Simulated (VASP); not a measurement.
# Zn2Ga (I4/mmm) in VASP: a series of runs, part 2 of 3

VASP 6.6.1.

### Step 3. Single point, PBE

This run uses another cell than the first one, of 16.81 Å³/atom.

INCAR

```
  PREC = Accurate
  ENCUT = 520
  EDIFF = 1E-6
  ISMEAR = 0
  SIGMA = 0.1
  LREAL = F
  LASPH = T
  NELM = 80
  ALGO = Normal
  ISIF = 2
  LWAVE = F
  LCHARG = T
  GGA = PE
  LELF = T
  LVHAR = T
  NBANDS = 26
```

KPOINTS

```
Automatic mesh
0
Gamma
  6 6 6
```

POSCAR

```
Zn2Ga
1.0
   -1.8231277269      1.8231277269      3.7924935611
    1.8231277269     -1.8231277269      3.7924935611
    1.8231277269      1.8231277269     -3.7924935611
Zn Ga
2 1
Direct
    0.6651996459      0.6651996459      0.0000000000
    0.3348003541      0.3348003541      0.0000000000
    0.0000000000      0.0000000000      0.0000000000
```

Potentials or basis: VASP PAW PBE potentials, release 64 (Zn, Ga_d).

Launch:

```
$ cat potpaw_PBE.64/Zn/POTCAR potpaw_PBE.64/Ga_d/POTCAR > POTCAR
$ mpirun -np 1 vasp_std > vasp.out
```

OUTCAR:

```text
PREC = Accurate
   ENCUT = 520
   EDIFF = 1E-6
   ISMEAR = 0
   LREAL = F
   LASPH = T
   NELM = 80
   ISIF = 2
   GGA = PE

 ion  position               nearest neighbor table
   1  0.665  0.665  0.000-   2 2.51   3 2.54   3 2.87   3 2.87   3 2.87   3 2.87   2 2.88   2 2.88
                             2 2.88   2 2.88
   2  0.335  0.335  0.000-   1 2.51   3 2.54   3 2.87   3 2.87   3 2.87   3 2.87   1 2.88   1 2.88
                             1 2.88   1 2.88
   3  0.000  0.000  0.000-   1 2.54   2 2.54   2 2.87   1 2.87   1 2.87   1 2.87   1 2.87   2 2.87
                             2 2.87   2 2.87

  LATTYP: Found a body centered tetragonal cell.
 ALAT       =     3.6462554538
 C/A-ratio  =     2.0802127603

  Lattice vectors:

 A1 = (  -1.8231277269,   1.8231277269,   3.7924935611)
 A2 = (   1.8231277269,  -1.8231277269,   3.7924935611)
 A3 = (   1.8231277269,   1.8231277269,  -3.7924935611)

Analysis of symmetry for initial positions (statically):
=====================================================================
 Subroutine PRICEL returns:
 Original cell was already a primitive cell.

 Routine SETGRP: Setting up the symmetry group for a
 body centered tetragonal supercell.

 Subroutine GETGRP returns: Found 16 space group operations
 (whereof 16 operations were pure point group operations)
 out of a pool of 16 trial point group operations.

The static configuration has the point symmetry D_4h.

Analysis of symmetry for dynamics (positions and initial velocities):
=====================================================================
 Subroutine PRICEL returns:
 Original cell was already a primitive cell.

 Routine SETGRP: Setting up the symmetry group for a
 body centered tetragonal supercell.

 Subroutine GETGRP returns: Found 16 space group operations
 (whereof 16 operations were pure point group operations)
 out of a pool of 16 trial point group operations.

The dynamic configuration has the point symmetry D_4h.

 Subroutine INISYM returns: Found 16 space group operations
 (whereof 16 operations are pure point group operations),
 and found     1 'primitive' translations

----------------------------------------------------------------------------------------

                                     Primitive cell

  volume of cell :      50.4219

  direct lattice vectors                    reciprocal lattice vectors
    -1.823127727  1.823127727  3.792493561     0.000000000  0.274253961  0.131839380
     1.823127727 -1.823127727  3.792493561     0.274253961  0.000000000  0.131839380
     1.823127727  1.823127727 -3.792493561     0.274253961  0.274253961  0.000000000

  length of vectors
     4.585912867  4.585912867  4.585912867     0.304297317  0.304297317  0.387853671

  position of ions in fractional coordinates (direct lattice)
     0.665199646  0.665199646  0.000000000
     0.334800354  0.334800354  0.000000000
     0.000000000  0.000000000  0.000000000

  ion indices of the primitive-cell ions
   primitive index   ion index
                 1           1
                 2           2
                 3           3

----------------------------------------------------------------------------------------

 KPOINTS: Automatic mesh

Automatic generation of k-mesh.
 Grid dimensions read from file:
 generate k-points for:    6    6    6

 Generating k-lattice:

  Cartesian coordinates                     Fractional coordinates (reciprocal lattice)
     0.000000000  0.045708993  0.021973230     0.166666667 -0.000000000  0.000000000
     0.045708993  0.000000000  0.021973230    -0.000000000  0.166666667  0.000000000
     0.045708993  0.045708993  0.000000000     0.000000000  0.000000000  0.166666667

  Length of vectors
     0.050716219  0.050716219  0.064642278

  Shift w.r.t. Gamma in fractional coordinates (k-lattice)
     0.000000000  0.000000000  0.000000000

 Subroutine IBZKPT returns following result:
 ===========================================

 Found     30 irreducible k-points:

 Following reciprocal coordinates:
            Coordinates               Weight
  0.000000  0.000000  0.000000      1.000000
  0.166667 -0.000000  0.000000      8.000000
  0.333333 -0.000000  0.000000      8.000000
  0.500000 -0.000000  0.000000      4.000000
  0.166667  0.166667  0.000000      8.000000
  0.333333  0.166667  0.000000     16.000000
[... 16 lines left out ...]
 -0.333333 -0.333333  0.166667      8.000000
 -0.166667 -0.333333  0.166667      8.000000
 [... further k-points ...]
   k-points           NKPTS =     30   k-points in BZ     NKDIM =     30   number of bands    NBANDS=     26
   number of dos      NEDOS =    301   number of ions     NIONS =      3
   total plane-waves  NPLWV =  46656
   dimension x,y,z NGX =    36 NGY =   36 NGZ =   36
   dimension x,y,z NGXF=    72 NGYF=   72 NGZF=   72
   ions per type =               2   1
   NGX,Y,Z   is equivalent  to a cutoff of  13.05, 13.05, 13.05 a.u.
   NGXF,Y,Z  is equivalent  to a cutoff of  26.10, 26.10, 26.10 a.u.
 SYSTEM =  unknown system
   PREC   = accura    normal or accurate (medium, high low for compatibility)
   ISTART =      0    job   : 0-new  1-cont  2-samecut
   ICHARG =      2    charge: 1-file 2-atom 10-const
   ISPIN  =      1    spin polarized calculation?
   LNONCOLLINEAR =      F non collinear calculations
   LSORBIT =      F    spin-orbit coupling
   LASPH  =      T    aspherical Exc in radial PAW
   ENCUT  =  520.0 eV  38.22 Ry    6.18 a.u.   8.53  8.53  8.53*2*pi/ulx,y,z
   NELM   =     80;   NELMIN=  2; NELMDL= -5     # of ELM steps
   EDIFF  = 0.1E-05   stopping-criterion for ELM
   LREAL  =      F    real-space projection
   EDIFFG = 0.1E-04   stopping-criterion for IOM
   NSW    =      0    number of steps for IOM
   IBRION =     -1    ionic relax: 0-MD 1-quasi-New 2-CG
   NFREE  =      0    steps in history (QN), initial steepest desc. (CG)
   ISIF   =      2    stress and relaxation
   ISYM   =      2    0-nonsym 1-usesym 2-fastsym
   POTIM  = 0.5000    time-step for ionic-motion
   TEBEG  =    0.0;   TEEND  =   0.0 temperature during run
   PSTRESS=    0.0 pullay stress
   NELECT =      37.0000    total number of electrons
   NUPDOWN=      -1.0000    fix difference up-down
   EMIN   =  10.00;   EMAX   =-10.00  energy-range for DOS
   EFERMI =   0.00;   METHOD = LEGACY
   ISMEAR =     0;   SIGMA  =   0.10  broadening in eV -4-tet -1-fermi 0-gaus
   EFERMI_NEDOS =   21; number of points for ismear=-14 and -15
   IALGO  =     38    algorithm
   IMIX   =      4    mixing-type and parameters
     AMIX     =   0.40;   BMIX     =  1.00
     AMIX_MAG =   1.60;   BMIX_MAG =  1.00
  volume/ion in A,a.u.               =      16.81       113.42
  Fermi-wavevector in a.u.,A,eV,Ry     =   1.476621  2.790409 29.666276  2.180410
  Thomas-Fermi vector in A             =   2.591125
   LORBIT       =      0    0 simple, 1 ext, 2 COOP (PROOUT), +10 PAW based schemes
   GGA     = PE    functional components
   LHFCALC =     F    Hartree Fock is set to
   AEXX    =    0.0000 exact exchange contribution
   IVDW    =     0    specifies the selected vdW correction
   LEPSILON=     F    determine dielectric tensor
   LRPA    =     F    only Hartree local field effects (RPA)
 non-spin polarized calculation
 Gauss-broadening in eV      SIGMA  =   0.10
  energy-cutoff  :      520.00
  volume of cell :       50.42
 maximum number of plane-waves:      1378
 NGX is ok and might be reduce to    36
   NGX = 17   NGY = 17   NGZ = 17

 number of electron      36.9999988 magnetization

 Free energy of the ion-electron system (eV)
  ---------------------------------------------------
  ext. energy  EPLUGINS =         0.00000000
  ---------------------------------------------------
  free energy    TOTEN  =        -4.99532015 eV

  energy without entropy =       -4.98497144  energy(sigma->0) =       -4.99014580

 E-fermi :   3.8937     XC(G=0): -11.2004

 val. band max:        3.6991335458   @ k =   0.5000  -0.0000   0.0000
 cond. band min:       3.8959865437   @ k =   0.3333   0.1667   0.0000
 fundamental gap:      0.1968529979
 Fermi energy:         3.8937386383

 k-point     1 :       0.0000    0.0000    0.0000
  band No.  band energies     occupation
      1     -11.1730      2.00000
      2     -11.1588      2.00000
      3     -11.1454      2.00000
      4     -11.1120      2.00000
      5     -11.1120      2.00000
      6      -6.7201      2.00000
[... 685 lines left out ...]
     25      12.2434      0.00000
     26      13.6992      0.00000

 [... further k-points ...]

------------------------ aborting loop because EDIFF is reached ----------------------------------------

  FORCE on cell =-STRESS in cart. coord.  units (eV):
  Direction    XX          YY          ZZ          XY          YZ          ZX
  --------------------------------------------------------------------------------------
  -------------------------------------------------------------------------------------
  Total       -0.0391883     -0.0391883      0.0131615      0.0000000      0.0000000      0.0000000
  in kB       -1.2452241     -1.2452241      0.4182117      0.0000000      0.0000000      0.0000000
  external PRESSURE =      -0.6907455 kB  Pullay stress =       0.0000000 kB

 VOLUME and BASIS-vectors are now :
 -----------------------------------------------------------------------------
  energy-cutoff  :      520.00
  volume of cell :       50.42
      direct lattice vectors                 reciprocal lattice vectors
    -1.823127727  1.823127727  3.792493561     0.000000000  0.274253961  0.131839380
     1.823127727 -1.823127727  3.792493561     0.274253961  0.000000000  0.131839380
     1.823127727  1.823127727 -3.792493561     0.274253961  0.274253961  0.000000000

 POSITION                                       TOTAL-FORCE (eV/Angst)
 -----------------------------------------------------------------------------------
      0.00000      0.00000      5.04553        -0.000000     -0.000000     -0.014216
      0.00000      0.00000      2.53946         0.000000      0.000000      0.014216
      0.00000      0.00000      0.00000        -0.000000     -0.000000     -0.000000
 -----------------------------------------------------------------------------------
    total drift:                                0.000000      0.000000     -0.000000

  FREE ENERGIE OF THE ION-ELECTRON SYSTEM (eV)
  ---------------------------------------------------
  free  energy   TOTEN  =        -4.9953201539 eV

  energy  without entropy=       -4.9849714410  energy(sigma->0) =       -4.99014580
```

stdout:

```text
POSCAR found type information on POSCAR ZnGa
 POSCAR found :  2 types and       3 ions
 scaLAPACK will be used
 LDA part: xc-table for (Slater+PW92), standard interpolation
 POSCAR, INCAR and KPOINTS ok, starting setup
 FFT: planning ... GRIDC
 FFT: planning ... GRID_SOFT
 FFT: planning ... GRID
 WAVECAR not read
 entering main loop
```

It took 20 s on 1 thread of Intel Xeon 6975P-C (Granite Rapids), shared host; peak memory 0.22 GiB.

Results:

| Quantity | Value |
| --- | --- |
| Free energy | -4.9953 eV |
| Pressure | -0.1 GPa |
| Largest force | 0.014 eV/Å |
| Band gap on the k mesh | zero (an odd number of electrons rules out a gap without spin polarisation) |

Forces on the atoms (eV/Å):
```
Zn   0.000  0.000 -0.014
Zn   0.000  0.000  0.014
Ga   0.000  0.000  0.000
```

[end of part 2 of 3]

The gap in the log of VASP goes by the Fermi energy; the results here count the filled bands.